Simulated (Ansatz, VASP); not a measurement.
## TiAl30: VASP beside Ansatz

```
CELL_PARAMETERS angstrom
8.10000 0.00000 0.00000
0.00000 8.10000 0.00000
0.00000 0.00000 8.10000
ATOMIC_POSITIONS crystal
Al 0.50229 0.99830 0.00175
Al 0.75259 0.25000 0.99741
Al 0.74825 0.99830 0.24771
Al 0.00152 0.99974 0.00046
Al 0.25012 0.25000 0.00172
Al 0.50229 0.50170 0.00175
Al 0.74703 0.75000 0.00297
Al 0.25476 0.99573 0.25229
Al 0.50081 0.25000 0.24919
Al 0.74825 0.50170 0.24771
Al 0.49771 0.99573 0.49524
Al 0.74828 0.25000 0.49988
Al 0.74954 0.99974 0.74848
Al 0.00152 0.50026 0.00046
Al 0.25553 0.75000 0.00748
Al 0.00167 0.25000 0.25088
Al 0.25476 0.50427 0.25229
Al 0.00037 0.00026 0.50044
Al 0.25028 0.25000 0.49972
Al 0.49771 0.50427 0.49524
Al 0.74252 0.75000 0.49447
Al 0.24956 0.00026 0.74963
Al 0.49912 0.25000 0.74833
Al 0.74954 0.50026 0.74848
Al 0.00166 0.75000 0.25266
Al 0.00037 0.49974 0.50044
Al 0.00069 0.25000 0.74931
Al 0.24956 0.49974 0.74963
Al 0.49734 0.75000 0.74834
Al 0.99840 0.75000 0.75160
Ti 0.24596 0.75000 0.50404
```

Alike in both runs: functional PBE; dispersion D3(BJ); k mesh 3 × 3 × 3; occupations fermi-dirac, width 0.15 eV; no spin polarisation.

Ansatz relaxed the structure, and its values are those at the end. VASP's run is a single point on that final structure, the one shown.

|  | VASP | Ansatz |
| --- | --- | --- |
| version | VASP 6.6.1 | Ansatz 0.2.0 |
| potentials or method | VASP PAW PBE potentials, release 64 (Al, Ti_sv), cutoff 520 eV | scalar-relativistic, plane waves, PAW |
| valence electrons in the cell | 102 | 102 |

Ansatz gave:

- rms of the force components (eV/Å): 0.002

Problem. Which values does VASP return?

Solution. rms of the force components (eV/Å): 0.004.
